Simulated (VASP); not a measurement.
Write the native input for VASP 6.6.1 that does the following.

| Property | Result |
| --- | --- |
| Task | single point |
| Functional | PBEsol |
| Potentials or basis | VASP PAW PBE potentials, release 64 (Pb_d, Cs_sv, Br) |
| Cutoff | 520 eV |
| k mesh | 3 × 3 × 2 |
| Occupations | fermi-dirac, width 0.05 eV |
| Spin | no spin polarisation |
| Dipole correction | no |
| Further INCAR settings | ALGO = Normal; EDIFF = 1e-06; NBANDS = 50 |

The structure of Cs2Pb2Br5 (a cell with a defect) lies in POSCAR:

```
Cs2Pb2Br5
1.0
    5.6493560000      0.0000000000      0.0000000000
    0.0000000000      5.6493560000      0.0000000000
    0.0000000000      0.0000000000     11.2987120000
Pb Cs Br
2 2 5
Direct
    0.5009068290      0.5206942172      0.2957227337
    0.5009077141      0.4074253773      0.7308106446
    0.0009082451      0.0304925022      0.0278449437
    0.0009084221      0.0244419010      0.4607804854
    0.0009087762      0.5250375441      0.2569446854
    0.5009070060      0.0226257648      0.2449896059
    0.5009050589      0.5001088620     -0.0153346682
    0.0009082451      0.3471705447      0.7378376403
    0.5009064750      0.8849757388      0.6334042323
```

The input as run:

INCAR

```
PREC = Accurate ; ENCUT = 520
EDIFF = 1E-6 ; ISMEAR = -1
SIGMA = 0.05 ; LREAL = False
LASPH = True ; NELM = 100
ALGO = Normal ; ISIF = 2
LWAVE = False ; LCHARG = False
GGA = PS ; NBANDS = 50
```

KPOINTS

```
Automatic mesh
0
Gamma
  3 3 2
```

Potentials or basis: VASP PAW PBE potentials, release 64 (Pb_d, Cs_sv, Br).

Command:

```console
$ cat potpaw_PBE.64/Pb_d/POTCAR potpaw_PBE.64/Cs_sv/POTCAR potpaw_PBE.64/Br/POTCAR > POTCAR
$ mpirun -np 1 vasp_std > vasp.out
```

Results of the run:

| Property | Result |
| --- | --- |
| Pressure | 0.8 GPa |
| Largest force | 0.152 eV/Å |

Caveat: the k points lie up to 0.37 Å⁻¹ apart; the PAW data sets were made with another functional, which shifts forces and pressure a little; an odd number of electrons without spin polarisation forces a metal; a magnetic or distorted state may lie lower.

It took 2.3 min on 1 thread of Intel(R) Xeon(R) Platinum 8488C (Sapphire Rapids), with other jobs on the host, peak memory 0.44 GiB.
